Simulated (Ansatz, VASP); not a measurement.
# One calculation of Pd2S, two programs

INCAR

```
SYSTEM = Pd2S
PREC     = Accurate       ! precision mode
ENCUT    = 600            ! plane-wave cutoff, eV
EDIFF    = 1E-6           ! SCF threshold, eV
ISMEAR   = 0              ! smearing method
SIGMA    = 0.1            ! smearing width, eV
LREAL    = .False.        ! projectors in reciprocal space
LASPH    = .True.         ! aspherical terms in the spheres
NELM     = 80             ! most SCF steps
ALGO     = Normal         ! electronic algorithm
ISIF     = 3              ! what is computed and relaxed
LWAVE    = .False.        ! write WAVECAR
LCHARG   = .False.        ! write CHGCAR
GGA      = PE             ! functional
IBRION   = 2              ! ionic algorithm
NSW      = 100            ! ionic steps
EDIFFG   = -0.01          ! ionic threshold
```

File KPOINTS:

```
Automatic mesh
0
Gamma
  12 12 16
  0 0 0
```

File POSCAR:

```
Pd2S
1.0
    4.4440067072      0.0000000000      0.0000000000
   -2.2220033536      3.8486227030      0.0000000000
    0.0000000000      0.0000000000      2.8393645175
Pd S
2 1
Direct
    0.3333333333      0.6666666667      0.5000000000
    0.6666666667      0.3333333333      0.5000000000
    0.0000000000      0.0000000000      0.0000000000
```

Input for Ansatz:

```yaml
crystal:
  lattice:
    - [4.4440067072, 0.0, 0.0]
    - [-2.2220033536, 3.848622703, 0.0]
    - [0.0, 0.0, 2.8393645175]
  atoms:
    - { symbol: Pd, position: [0.3333333333, 0.6666666667, 0.5] }
    - { symbol: Pd, position: [0.6666666667, 0.3333333333, 0.5] }
    - { symbol: S, position: [0.0, 0.0, 0.0] }
basis:
  ecutwfc: 420
kpoints:
  mp_grid: { grid: [12, 12, 16] }
hamiltonian:
  xc: pbe
scf:
  occupations: { method: gaussian, width: 0.1 }
output:
  forces: true
  stress: true
  eigenvalues: true
  write_density: true
  write_potential: true
  elf: true
  volumetric_format: npy
relax:
  adjacent_minimum: "off"
  f_tol: 0.01
  max_steps: 80
  cell: { stress_tol: 0.05 }
```

Alike in both runs: task relaxation of cell and atoms; functional PBE; k mesh 12 × 12 × 16; occupations gaussian, width 0.1 eV; no spin polarisation.

|  | VASP | Ansatz |
| --- | --- | --- |
| version | VASP 6.6.1 | Ansatz 0.2.0 |
| potentials or method | VASP PAW PBE potentials, release 64 (Pd, S), cutoff 600 eV | scalar-relativistic, plane waves, PAW |
| valence electrons in the cell | 26 | 42 |

Ansatz gave:

* gap on the k mesh at the Fermi level, each at its own relaxed structure (eV): none
* relaxed volume (Å³/atom): 16.02
* relaxed cell length with the largest relative difference (Å): 4.488

**Question.** Estimate VASP's values.

**Answer.** gap on the k mesh at the Fermi level, each at its own relaxed structure (eV): none; relaxed volume (Å³/atom): 15.99; relaxed cell length with the largest relative difference (Å): 4.484.

A gap of «none» marks a metal or a gap that the smearing closes. VASP's potentials hold 26 valence electrons a cell and Ansatz's 42, so a difference there can come from the potentials and not from the codes.
